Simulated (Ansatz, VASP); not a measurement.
TiAl in VASP and in Ansatz

The input INCAR:

```
PREC = Accurate
ENCUT = 520
EDIFF = 1E-6
ISMEAR = 0
SIGMA = 0.15
LREAL = False
LASPH = True
NELM = 100
ALGO = Fast
ISIF = 2
LWAVE = False
LCHARG = True
GGA = PS
LELF = True
LVHAR = True
NBANDS = 23
```

File KPOINTS:

```
Automatic mesh
0
Gamma
  16 16 16
```

Contents of POSCAR:

```
TiAl
1.0
   -2.8475477342      0.0000000000      0.0000000000
    0.0000000000      4.9320973526      0.0000000000
    1.4237738671     -2.4660486763     -4.6191923826
Ti Al
2 2
Direct
    0.5000000000      0.5194288806      0.0000000000
    0.0000000000      0.0194288806      0.0000000000
    0.7500000000      0.0488652383      0.5000000000
    0.2500000000      0.5488652383      0.5000000000
```

Input for Ansatz:

```yaml
crystal:
  lattice:
    - [-2.8475477342, 0.0, 0.0]
    - [0.0, 4.9320973526, 0.0]
    - [1.4237738671, -2.4660486763, -4.6191923826]
  atoms:
    - { symbol: Ti, position: [0.5, 0.5194288806, 0.0] }
    - { symbol: Ti, position: [0.0, 0.0194288806, 0.0] }
    - { symbol: Al, position: [0.75, 0.0488652383, 0.5] }
    - { symbol: Al, position: [0.25, 0.5488652383, 0.5] }
basis:
  ecutwfc: 520.0
kpoints:
  mp_grid: { grid: [16, 16, 16] }
hamiltonian:
  xc: pbesol
  pseudopotentials: { kind: paw, azcp: { folder: soft_1 } }
scf:
  occupations: { method: gaussian, width: 0.15 }
output:
  forces: true
  stress: true
  eigenvalues: true
```

Change from the starting cell: mode 6 frozen in at -0.170 Å and mode 11 at +0.000 Å (largest displacements).

Alike in both runs: task single point; functional PBEsol; k mesh 16 × 16 × 16; occupations gaussian, width 0.15 eV; no spin polarisation.

|  | VASP | Ansatz |
| --- | --- | --- |
| version | VASP 6.6.1 | Ansatz 0.2.0 |
| potentials or method | VASP PAW PBE potentials, release 64 (Ti_sv, Al), cutoff 520 eV | scalar-relativistic, plane waves, PAW |
| valence electrons in the cell | 30 | 30 |

```tsv
	VASP	Ansatz	Ansatz less VASP
gap on the k mesh at the Fermi level (eV)	none	none	-
pressure (GPa)	0.8	0.8	-0.03
traceless stress, the component that is largest in VASP (GPa)	-4.72	-4.67	+0.047
rms of the force components (eV/Å)	0.414	0.414	+0.0002
```

VASP's potentials were made for PBE, not for PBEsol, and Ansatz warns of the same on its side. Atom by atom the forces differ by 0.000 eV/Å (rms over components). A gap of «none» marks a metal or a gap that the smearing closes. With one functional, cell and mesh, what is left measures potentials, basis and numerics.
